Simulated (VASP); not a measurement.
# CdTe (Cmcm) in VASP: a series of runs

CdTe is run at these levels: PBE; tasks: single point.

Everything below comes from runs of VASP 6.6.1. Logs are shortened: lines on timing, memory, paths and dates and some standing lists are left out, and cuts for length are marked.

### Step 1. The cell of the first run

It takes space group Cmcm (No. 63, orthorhombic). Conventional cell: a = 6.008 Å, b = 6.065 Å, c = 6.091 Å, α = 90.00°, β = 90.00°, γ = 90.00°. Within 3.9 Å of Cd (site symmetry m2m) lie 6 Te at 2.97 to 3.10 Å. Within 3.9 Å of Te (site symmetry m2m) lie 6 Cd at 2.97 to 3.10 Å.

### Step 2. Single point, PBE (equal xx and yy strain of -2 %)

Input file INCAR:

```
SYSTEM = CdTe
ALGO = Normal
EDIFF = 1E-7
ENCUT = 520
GGA = PE
ISIF = 2
ISMEAR = -1
LASPH = .TRUE.
LCHARG = .TRUE.
LELF = .TRUE.
LREAL = .FALSE.
LVHAR = .TRUE.
LWAVE = .FALSE.
NBANDS = 26
NELM = 60
PREC = Accurate
SIGMA = 0.05
```

Input file KPOINTS:

```
k-points
0
G
  9 9 6
  0 0 0
```

Input file POSCAR:

```
CdTe
1.0
    3.0039851800     -3.0327168200      0.0000000000
    3.0039851800      3.0327168200      0.0000000000
    0.0000000000      0.0000000000      6.0906520000
Cd Te
2 2
Direct
    0.2770300000      0.7229700000      0.7500000000
    0.7229700000      0.2770300000      0.2500000000
    0.7661370000      0.2338630000      0.7500000000
    0.2338630000      0.7661370000      0.2500000000
```

Potentials or basis: VASP PAW PBE potentials, release 64 (Cd, Te).

Started as:

```console
cat potpaw_PBE.64/Cd/POTCAR potpaw_PBE.64/Te/POTCAR > POTCAR
mpirun -np 1 vasp_std > vasp.out
```

OUTCAR:

```text
SYSTEM = CdTe
   EDIFF = 1E-7
   ENCUT = 520
   GGA = PE
   ISIF = 2
   ISMEAR = -1
   LASPH = .TRUE.
   LREAL = .FALSE.
   NELM = 60
   PREC = Accurate

 ion  position               nearest neighbor table
   1  0.277  0.723  0.750-   3 2.97   3 3.00   3 3.00   4 3.06   4 3.06   3 3.10
   2  0.723  0.277  0.250-   4 2.97   4 3.00   4 3.00   3 3.06   3 3.06   4 3.10
   3  0.766  0.234  0.750-   1 2.97   1 3.00   1 3.00   2 3.06   2 3.06   1 3.10
   4  0.234  0.766  0.250-   2 2.97   2 3.00   2 3.00   1 3.06   1 3.06   2 3.10

  LATTYP: Found a base centered orthorhombic cell.
 ALAT       =     6.0079703600
 B/A-ratio  =     1.0095645079
 C/A-ratio  =     1.0137619920

  Lattice vectors:

 A1 = (   3.0039851800,  -3.0327168200,   0.0000000000)
 A2 = (   3.0039851800,   3.0327168200,   0.0000000000)
 A3 = (   0.0000000000,   0.0000000000,   6.0906520000)

Analysis of symmetry for initial positions (statically):
=====================================================================
 Subroutine PRICEL returns:
 Original cell was already a primitive cell.

 Routine SETGRP: Setting up the symmetry group for a
 base centered orthorhombic supercell.

 Subroutine GETGRP returns: Found  8 space group operations
 (whereof  4 operations were pure point group operations)
 out of a pool of  8 trial point group operations.

The static configuration has the point symmetry C_2h.
 The point group associated with its full space group is D_2h.

Analysis of symmetry for dynamics (positions and initial velocities):
=====================================================================
 Subroutine PRICEL returns:
 Original cell was already a primitive cell.

 Routine SETGRP: Setting up the symmetry group for a
 base centered orthorhombic supercell.

 Subroutine GETGRP returns: Found  8 space group operations
 (whereof  4 operations were pure point group operations)
 out of a pool of  8 trial point group operations.

The dynamic configuration has the point symmetry C_2h.
 The point group associated with its full space group is D_2h.

 Subroutine INISYM returns: Found  8 space group operations
 (whereof  4 operations are pure point group operations),
 and found     1 'primitive' translations

----------------------------------------------------------------------------------------

                                     Primitive cell

  volume of cell :     110.9746

  direct lattice vectors                    reciprocal lattice vectors
[... 91 lines left out ...]
   EDIFF  = 0.1E-06   stopping-criterion for ELM
   LREAL  =      F    real-space projection
   EDIFFG = 0.1E-05   stopping-criterion for IOM
   NSW    =      0    number of steps for IOM
   IBRION =     -1    ionic relax: 0-MD 1-quasi-New 2-CG
   NFREE  =      0    steps in history (QN), initial steepest desc. (CG)
   ISIF   =      2    stress and relaxation
   ISYM   =      2    0-nonsym 1-usesym 2-fastsym
   POTIM  = 0.5000    time-step for ionic-motion
   TEBEG  =    0.0;   TEEND  =   0.0 temperature during run
   PSTRESS=    0.0 pullay stress
   NELECT =      36.0000    total number of electrons
   NUPDOWN=      -1.0000    fix difference up-down
   EMIN   =  10.00;   EMAX   =-10.00  energy-range for DOS
   EFERMI =   0.00;   METHOD = LEGACY
   ISMEAR =    -1;   SIGMA  =   0.05  broadening in eV -4-tet -1-fermi 0-gaus
   EFERMI_NEDOS =   21; number of points for ismear=-14 and -15
   IALGO  =     38    algorithm
   IMIX   =      4    mixing-type and parameters
     AMIX     =   0.40;   BMIX     =  1.00
     AMIX_MAG =   1.60;   BMIX_MAG =  1.00
  volume/ion in A,a.u.               =      27.74       187.22
  Fermi-wavevector in a.u.,A,eV,Ry     =   1.124867  2.125690 17.215803  1.265326
  Thomas-Fermi vector in A             =   2.261541
   LORBIT       =      0    0 simple, 1 ext, 2 COOP (PROOUT), +10 PAW based schemes
   GGA     = PE    functional components
   LHFCALC =     F    Hartree Fock is set to
   AEXX    =    0.0000 exact exchange contribution
   IVDW    =     0    specifies the selected vdW correction
   LEPSILON=     F    determine dielectric tensor
   LRPA    =     F    only Hartree local field effects (RPA)
 non-spin polarized calculation
  energy-cutoff  :      520.00
  volume of cell :      110.97
 maximum number of plane-waves:      3013
   NGX = 15   NGY = 15   NGZ = 23

 number of electron      35.9999995 magnetization

 Free energy of the ion-electron system (eV)
  ---------------------------------------------------
  ext. energy  EPLUGINS =         0.00000000
  ---------------------------------------------------
  free energy    TOTEN  =        -8.86945215 eV

  energy without entropy =       -8.85454429  energy(sigma->0) =       -8.86199822

 E-fermi :   4.1738     XC(G=0):  -9.8347

 val. band max:        4.1571845101   @ k =   0.2222   0.2222   0.3333
 cond. band min:       4.1973373934   @ k =   0.3333   0.0000   0.1667
 fundamental gap:      0.0401528833
 Fermi energy:         4.1737787105

 k-point     1 :       0.0000    0.0000    0.0000
  band No.  band energies     occupation
      1      -7.5515      2.00000
      2      -6.6835      2.00000
      3      -4.1965      2.00000
      4      -4.1702      2.00000
      5      -4.1483      2.00000
      6      -4.1317      2.00000
[... 685 lines left out ...]
     25      13.4617      0.00000
     26      13.5192      0.00000

 [... further k-points ...]

------------------------ aborting loop because EDIFF is reached ----------------------------------------

  FORCE on cell =-STRESS in cart. coord.  units (eV):
  Direction    XX          YY          ZZ          XY          YZ          ZX
  --------------------------------------------------------------------------------------
  -------------------------------------------------------------------------------------
  Total        1.5988894      1.4282199      1.0085879      0.0000000     -0.0000000      0.0000000
  in kB       23.0837088     20.6196948     14.5613248      0.0000000     -0.0000000      0.0000000
  external PRESSURE =      19.4215761 kB  Pullay stress =       0.0000000 kB

 VOLUME and BASIS-vectors are now :
 -----------------------------------------------------------------------------
  energy-cutoff  :      520.00
  volume of cell :      110.97
      direct lattice vectors                 reciprocal lattice vectors
     3.003985180 -3.032716820  0.000000000     0.166445561 -0.164868674  0.000000000
     3.003985180  3.032716820  0.000000000     0.166445561  0.164868674  0.000000000
     0.000000000  0.000000000  6.090652000     0.000000000  0.000000000  0.164186035

 POSITION                                       TOTAL-FORCE (eV/Angst)
 -----------------------------------------------------------------------------------
      3.00399      1.35241      4.56799         0.000000      0.091214     -0.000000
      3.00399     -1.35241      1.52266         0.000000     -0.091214      0.000000
      3.00399     -1.61424      4.56799         0.000000     -0.015004     -0.000000
      3.00399      1.61424      1.52266         0.000000      0.015004      0.000000
 -----------------------------------------------------------------------------------
    total drift:                                0.000000      0.000000      0.000000

  FREE ENERGIE OF THE ION-ELECTRON SYSTEM (eV)
  ---------------------------------------------------
  free  energy   TOTEN  =        -8.8694521525 eV

  energy  without entropy=       -8.8545442895  energy(sigma->0) =       -8.86199822
```

OSZICAR:

```text
N       E                     dE             d eps       ncg     rms          rms(c)
DAV:   1     0.227345804686E+03    0.22735E+03   -0.16628E+04  5200   0.124E+03
DAV:   2     0.111408250825E+01   -0.22623E+03   -0.21885E+03  5682   0.301E+02
DAV:   3    -0.926220855265E+01   -0.10376E+02   -0.10255E+02  6194   0.649E+01
DAV:   4    -0.937454531386E+01   -0.11234E+00   -0.11213E+00  6292   0.577E+00
DAV:   5    -0.937608559953E+01   -0.15403E-02   -0.15403E-02  6052   0.635E-01    0.823E+00
DAV:   6    -0.889054756375E+01    0.48554E+00   -0.96220E-01  5434   0.920E+00    0.673E+00
DAV:   7    -0.887000854772E+01    0.20539E-01   -0.27131E-01  5858   0.268E+00    0.231E+00
DAV:   8    -0.886938192108E+01    0.62663E-03   -0.21051E-02  5498   0.142E+00    0.655E-01
DAV:   9    -0.886945479306E+01   -0.72872E-04   -0.25895E-03  5780   0.421E-01    0.111E-01
DAV:  10    -0.886943779297E+01    0.17000E-04   -0.20354E-04  5684   0.141E-01    0.467E-02
DAV:  11    -0.886945621901E+01   -0.18426E-04   -0.81652E-05  6014   0.729E-02    0.340E-02
DAV:  12    -0.886945334386E+01    0.28751E-05   -0.26180E-05  5468   0.497E-02    0.940E-03
DAV:  13    -0.886945211464E+01    0.12292E-05   -0.32897E-06  5726   0.897E-03    0.227E-02
DAV:  14    -0.886945211586E+01   -0.12192E-08   -0.15261E-06  5358   0.759E-03    0.333E-03
DAV:  15    -0.886945222876E+01   -0.11290E-06   -0.21076E-07  4740   0.225E-03    0.936E-04
DAV:  16    -0.886945215247E+01    0.76287E-07   -0.74736E-09  2770   0.628E-04
   1 F= -.88694522E+01 E0= -.88619982E+01  d E =-.149079E-01
```

stdout:

```text
POSCAR found type information on POSCAR CdTe
 POSCAR found :  2 types and       4 ions
 scaLAPACK will be used
 LDA part: xc-table for (Slater+PW92), standard interpolation
 POSCAR, INCAR and KPOINTS ok, starting setup
 FFT: planning ... GRIDC
 FFT: planning ... GRID_SOFT
 FFT: planning ... GRID
 WAVECAR not read
 entering main loop
```

Wall time 97 s (1 thread of Intel Xeon 6975P-C (Granite Rapids), shared host); peak memory 0.39 GiB.

Results:

- Free energy: -8.8695 eV
- Pressure: 1.9 GPa
- Largest force: 0.091 eV/Å
- Band gap on the k mesh: zero (bands 18 and 19 overlap by 1.22 eV)

Forces in eV/Å, atoms in the order of the input:
```
Cd   0.000  0.091  0.000
Cd   0.000 -0.091  0.000
Te   0.000 -0.015  0.000
Te   0.000  0.015  0.000
```

Caveat: the cell differs from its parent crystal (equal xx and yy strain of -2 %); spin-orbit coupling is left out, which moves the levels of the heavy elements.

### Step 3. Single point, PBE (equal xx and yy strain of +1 %)

Input file INCAR:

```
PREC = Accurate
ENCUT = 520
EDIFF = 1E-6
ISMEAR = -1
SIGMA = 0.05
LREAL = F
LASPH = T
NELM = 60
ALGO = Normal
ISIF = 2
LWAVE = F
LCHARG = F
GGA = PE
NBANDS = 26
```

Input file KPOINTS:

```
regular mesh
0
Gamma
  9 9 6
```

Changes to POSCAR since step 2:

```diff
@@ -2,4 +2,4 @@
 1.0
-    3.0039851800     -3.0327168200      0.0000000000
-    3.0039851800      3.0327168200      0.0000000000
+    3.0959439100     -3.1255550900      0.0000000000
+    3.0959439100      3.1255550900      0.0000000000
     0.0000000000      0.0000000000      6.0906520000
```

Potentials or basis: VASP PAW PBE potentials, release 64 (Cd, Te).

Started as:

```console
cat potpaw_PBE.64/Cd/POTCAR potpaw_PBE.64/Te/POTCAR > POTCAR
mpirun -np 1 vasp_std > vasp.out
```

It took 1.8 min on 1 thread of Intel Xeon 6975P-C (Granite Rapids), shared host; peak memory 0.43 GiB.

Results (log left out):

```yaml
Free_energy: -8.8849 eV
Pressure: -1.0 GPa
Largest_force: 0.050 eV/Å
Band_gap_on_the_k_mesh: zero (bands 18 and 19 overlap by 1.13 eV)
```

Forces on the atoms (eV/Å):
```
Cd   0.000  0.021  0.000
Cd   0.000 -0.021  0.000
Te   0.000  0.050  0.000
Te   0.000 -0.050  0.000
```

Stress tensor (GPa, compression positive):
```
-1.22  0.00  0.00
 0.00 -1.20  0.00
 0.00  0.00 -0.44
```

Levels at points of the mesh, in eV from the Fermi level:
```tsv
k point	band 16	band 17	band 18	band 19	band 20	band 21
(0.00, 0.00, 0.00)	-1.28	-0.43	-0.40	-0.30	0.20	4.30
(0.00, 0.00, 0.50)	-1.24	-1.19	-1.19	1.70	1.70	5.12
```

Caveat: the cell differs from its parent crystal (equal xx and yy strain of +1 %); spin-orbit coupling is left out, which moves the levels of the heavy elements.

### Step 4. Single point, PBE (equal xx and yy strain of +3 %)

Input file INCAR:

```
PREC     = Accurate       # precision mode
ENCUT    = 520            # plane-wave cutoff, eV
EDIFF    = 1E-6           # SCF threshold, eV
ISMEAR   = -1             # smearing method
SIGMA    = 0.05           # smearing width, eV
LREAL    = F              # projectors in reciprocal space
LASPH    = T              # aspherical terms in the spheres
NELM     = 80             # most SCF steps
ALGO     = Normal         # electronic algorithm
ISIF     = 2              # what is computed and relaxed
LWAVE    = F              # write WAVECAR
LCHARG   = T              # write CHGCAR
GGA      = PE             # functional
LELF     = T              # ELF
LVHAR    = T            
NBANDS   = 26             # bands
```

KPOINTS is that of step 3.

Changes to POSCAR since step 3:

```diff
@@ -2,4 +2,4 @@
 1.0
-    3.0959439100     -3.1255550900      0.0000000000
-    3.0959439100      3.1255550900      0.0000000000
+    3.1572497300     -3.1874472700      0.0000000000
+    3.1572497300      3.1874472700      0.0000000000
     0.0000000000      0.0000000000      6.0906520000
```

Started as:

```console
cat potpaw_PBE.64/Cd/POTCAR potpaw_PBE.64/Te/POTCAR > POTCAR
mpirun -np 1 vasp_std > vasp.out
```

It took 95 s on 1 thread of Intel Xeon 6975P-C (Granite Rapids), shared host; peak memory 0.43 GiB.

It converged, with:

```yaml
Free_energy: -8.8253 eV
Pressure: -2.3 GPa
Largest_force: 0.080 eV/Å
Band_gap_on_the_k_mesh: zero (bands 18 and 19 overlap by 1.06 eV)
```

Forces on the atoms (eV/Å):
```
Cd   0.000 -0.014  0.000
Cd   0.000  0.014  0.000
Te   0.000  0.080  0.000
Te   0.000 -0.080  0.000
```

Stress tensor (GPa, compression positive):
```
-2.83  0.00  0.00
 0.00 -2.70  0.00
 0.00  0.00 -1.51
```

Levels at points of the mesh, in eV from the Fermi level:
| k point | band 16 | band 17 | band 18 | band 19 | band 20 | band 21 |
| --- | --- | --- | --- | --- | --- | --- |
| (0.00, 0.00, 0.00) | -1.29 | -0.48 | -0.32 | -0.23 | 0.05 | 4.32 |
| (0.00, 0.00, 0.50) | -1.15 | -1.11 | -1.11 | 1.81 | 1.81 | 5.15 |

Caveat: the cell differs from its parent crystal (equal xx and yy strain of +3 %); spin-orbit coupling is left out, which moves the levels of the heavy elements.

### Step 5. The runs side by side

```csv
cell,gap on the mesh (eV),pressure (GPa),largest force (eV/Å)
"a = 4.269, b = 4.269, c = 6.091 Å, angles 90.0, 90.0, 90.5°, 4 atoms",none,1.9,0.09
"a = 4.399, b = 4.399, c = 6.091 Å, angles 90.0, 90.0, 90.5°, 4 atoms",none,-1.0,0.05
"a = 4.486, b = 4.486, c = 6.091 Å, angles 90.0, 90.0, 90.5°, 4 atoms",none,-2.3,0.08
```

Alike in all rows: task single point; level PBE; potentials or basis VASP PAW PBE potentials, release 64 (Cd, Te); no spin polarisation; k mesh 9 × 9 × 6; cutoff (eV) 520; smearing fermi-dirac 0.05 eV.

Caveats: spin-orbit coupling is left out, which moves the levels of the heavy elements.

Absolute energies hang on the potentials; compare differences alone.

The gap in the log of VASP goes by the Fermi energy; the results here count the filled bands.